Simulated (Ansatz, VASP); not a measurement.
## Two plane-wave programs on CdS

```xyz
2
Lattice="0.0000 2.9634 2.9634 2.9634 0.0000 2.9634 2.9634 2.9634 0.0000" Properties=species:S:1:pos:R:3 pbc="T T T"
Cd    0.0000    0.0000    0.0000
S     1.4817    1.4817    1.4817
```

Alike in both runs: functional PBE; k mesh 8 × 8 × 8; occupations fermi-dirac, width 0.02 eV; no spin polarisation.

Ansatz relaxed the structure, and its values are those at the end. VASP's run is a single point on that final structure, the one shown.

```csv
,VASP,Ansatz
version,VASP 6.6.1,Ansatz 0.2.0
potentials or method,"VASP PAW PBE potentials, release 64 (Cd, S), cutoff 520 eV",PAW plane waves
valence electrons in the cell,18,26
```

|  | VASP | Ansatz | Ansatz less VASP |
| --- | --- | --- | --- |
| gap on the k mesh at the Fermi level (eV) | 1.04 | 1.04 | -0.003 |
| pressure (GPa) | 0.3 | 0.0 | -0.27 |

VASP's potentials hold 18 valence electrons a cell and Ansatz's 26, so a difference there can come from the potentials and not from the codes.
